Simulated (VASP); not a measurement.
A run of VASP 6.6.1 is set up as follows.

The input INCAR:

```
SYSTEM = LiBe24
ALGO     = Normal         ! electronic algorithm
DIPOL    = 0.5 0.5 0.321
EDIFF    = 1E-7           ! SCF threshold, eV
EDIFFG   = -0.025         ! ionic threshold
ENCUT    = 520            ! plane-wave cutoff, eV
GGA      = CA             ! functional
IBRION   = 2              ! ionic algorithm
IDIPOL   = 3            
ISIF     = 2              ! what is computed and relaxed
ISMEAR   = 0              ! smearing method
KPAR     = 4            
LASPH    = .TRUE.         ! aspherical terms in the spheres
LCHARG   = .FALSE.        ! write CHGCAR
LDIPOL   = .TRUE.       
LREAL    = Auto         
LWAVE    = .FALSE.        ! write WAVECAR
NELM     = 80             ! most SCF steps
NSW      = 36             ! ionic steps
PREC     = Accurate       ! precision mode
SIGMA    = 0.1            ! smearing width, eV
```

The input KPOINTS:

```
k-points
0
G
  6 4 1
  0 0 0
```

Contents of POSCAR:

```
LiBe24
1.0
    4.4524297775      0.0000000000      0.0000000000
    0.0000000000      7.0331519566      0.0000000000
    0.0000000000      0.0000000000     19.7998741761
Be Li
24 1
Selective dynamics
Direct
    0.0000000000      0.3750000000      0.2020214858  F F F
    0.0000000000      0.8750000000      0.2020214858  F F F
    0.5000000000      0.3750000000      0.2020214858  F F F
    0.5000000000      0.8750000000      0.2020214858  F F F
    0.2500000000      0.1250000000      0.2344789084  F F F
    0.2500000000      0.6250000000      0.2344789084  F F F
    0.7500000000      0.1250000000      0.2344789084  F F F
    0.7500000000      0.6250000000      0.2344789084  F F F
    0.2500000000      0.3750000000      0.2993937535  F F F
    0.2500000000      0.8750000000      0.2993937535  F F F
    0.7500000000      0.3750000000      0.2993937535  F F F
    0.7500000000      0.8750000000      0.2993937535  F F F
    0.0000000000      0.1250000000      0.3261495638  F F F
    0.0000000000      0.6250000000      0.3261495638  F F F
    0.5000000000      0.1250000000      0.3261495638  F F F
    0.5000000000      0.6250000000      0.3261495638  F F F
    0.0000000000      0.3750000000      0.3969669031  F F F
    0.0000000000      0.8750000000      0.3969669031  F F F
    0.5000000000      0.3750000000      0.3969669031  F F F
    0.5000000000      0.8750000000      0.3969669031  F F F
    0.2500000000      0.1250000000      0.4191882283  F F F
    0.2500000000      0.6250000000      0.4191882283  F F F
    0.7500000000      0.1250000000      0.4191882283  F F F
    0.7500000000      0.6250000000      0.4191882283  F F F
    0.5000000000      0.3750000000      0.5068359876  F F T
```

Potentials or basis: VASP PAW LDA potentials, release 64 (Be, Li_sv).

Launch:

```console
$ cat potpaw_LDA.64/Be/POTCAR potpaw_LDA.64/Li_sv/POTCAR > POTCAR
$ mpirun -np 4 vasp_std > vasp.out
```

(1) What does it give for the band gap on the k mesh?

(2) What does it give for the energy gained by relaxing?

## Answers

(1) zero (an odd number of electrons rules out a gap without spin polarisation).

(2) 0.1 meV/atom.
